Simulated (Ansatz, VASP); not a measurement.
One calculation of Pd3PtSe4, two programs

```xyz
16
Lattice="6.8422 0.0000 0.0000 0.0000 6.8422 0.0000 0.0000 0.0000 7.0228" Properties=species:S:1:pos:R:3 pbc="T T T"
Pd    1.7703    3.6394    3.5114
Pd    5.0719    3.2029    3.5114
Pd    3.6394    5.0719    0.0000
Pd    3.2029    1.7703    0.0000
Pd    0.0000    0.0000    5.2671
Pd    0.0000    0.0000    1.7557
Pt    0.0000    3.4211    0.0000
Pt    3.4211    0.0000    3.5114
Se    1.3162    2.1134    5.4241
Se    1.3162    2.1134    1.5987
Se    5.5261    4.7289    1.5987
Se    5.5261    4.7289    5.4241
Se    2.1134    5.5261    1.9127
Se    2.1134    5.5261    5.1100
Se    4.7289    1.3162    5.1100
Se    4.7289    1.3162    1.9127
```

Alike in both runs: task single point; functional PBE; k mesh 4 × 4 × 4; occupations gaussian, width 0.2 eV; no spin polarisation.

|  | VASP | Ansatz |
| --- | --- | --- |
| version | VASP 6.6.1 | Ansatz 0.2.0 |
| potentials or method | VASP PAW PBE potentials, release 64 (Pd, Pt, Se), cutoff 520 eV | scalar-relativistic, plane waves, PAW |
| valence electrons in the cell | 128 | 272 |

|  | VASP | Ansatz | Ansatz less VASP |
| --- | --- | --- | --- |
| gap on the k mesh at the Fermi level (eV) | none | none | - |
| pressure (GPa) | 0.1 | 0.0 | -0.02 |
| rms of the force components (eV/Å) | 0.004 | 0.002 | -0.0013 |

Atom by atom the forces differ by 0.003 eV/Å (rms over components). A gap of «none» marks a metal or a gap that the smearing closes. VASP's potentials hold 128 valence electrons a cell and Ansatz's 272, so a difference there can come from the potentials and not from the codes.

Neither program's run includes spin-orbit coupling.
